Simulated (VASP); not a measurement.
Set up this calculation in VASP 6.6.1, as the native input.

- Task: single point
- Functional: PBE
- Potentials or basis: VASP PAW PBE potentials, release 64 (Si, Mo_sv)
- Cutoff: 400 eV
- k mesh: 4 × 4 × 3, shifted
- Occupations: gaussian, width 0.1 eV
- Spin: no spin polarisation
- Dipole correction: no
- Further INCAR settings: ALGO = Normal; EDIFF = 1e-06; NBANDS = 108

The structure of Si17Mo8 (a cell with a defect) lies in POSCAR:

```
Si17Mo8
1.0
    6.4336947404      0.0000000000      0.0000000000
    0.0000000000      6.4336947404      0.0000000000
    0.0000000000      0.0000000000      7.8730199992
Si Mo
17 8
Direct
   -0.0737176722     -0.0226165533      0.3648058814
    0.5348781903     -0.0058987878      0.3466176893
   -0.0039871335      0.4960045711      0.3359924146
    0.2484903410      0.2465789976      0.8292225856
    0.5064682319      0.4995319377      0.3369480835
    0.7513053067      0.2480764264      0.8305429175
    0.2512347982      0.7509554300      0.8293861823
    0.7541997555      0.7570671592      0.8290366341
    0.0034163884      0.0015047341      0.6707715718
    0.4990423279     -0.0012366145      0.6706115316
    0.0019189596      0.4986938500      0.6694551774
    0.2726114730      0.3237071518      0.1351825602
    0.4929332410      0.4957976915      0.6709614609
    0.7539922542      0.2539851619      0.1640049181
    0.2558965053      0.7151200338      0.1533812946
    0.7504622452      0.7435273498      0.1630483601
    0.2155896504      0.0344086888      0.2500029214
    0.2524917743      0.2568987288      0.5054526726
    0.7445673432      0.2570268045      0.5033034338
    0.2471816062      0.7465637078      0.4984996863
    0.5219736303      0.5121626271     -0.0073798873
    0.7378343536      0.7280233503      0.5073774740
   -0.0070306413      0.5054333678     -0.0033058471
    0.5034307860      0.0028165775      0.0014981545
   -0.0068966592     -0.0024959220     -0.0054520375
```

One way to write it, as run:

INCAR

```
  PREC = Accurate
  ENCUT = 400
  EDIFF = 1E-6
  ISMEAR = 0
  SIGMA = 0.1
  LREAL = False
  LASPH = True
  NELM = 120
  ALGO = Normal
  ISIF = 2
  LWAVE = False
  LCHARG = False
  GGA = PE
  NBANDS = 108
  GGA_COMPAT = False
```

KPOINTS

```
Automatic mesh
0
Gamma
  4 4 3
  0.5 0.5 0
```

Potentials or basis: VASP PAW PBE potentials, release 64 (Si, Mo_sv).

Run with:

```bash
$ cat potpaw_PBE.64/Si/POTCAR potpaw_PBE.64/Mo_sv/POTCAR > POTCAR
$ mpirun -np 1 vasp_std > vasp.out
```

Results of the run:

The pressure is 14.2 GPa and the largest force is 1.268 eV/Å. The band gap on the k mesh is zero (bands 90 and 91 overlap by 0.31 eV).

Run time: 12 min on 1 thread of Intel(R) Xeon(R) 6975P-C (Granite Rapids) (shared host), peak memory 0.53 GiB.
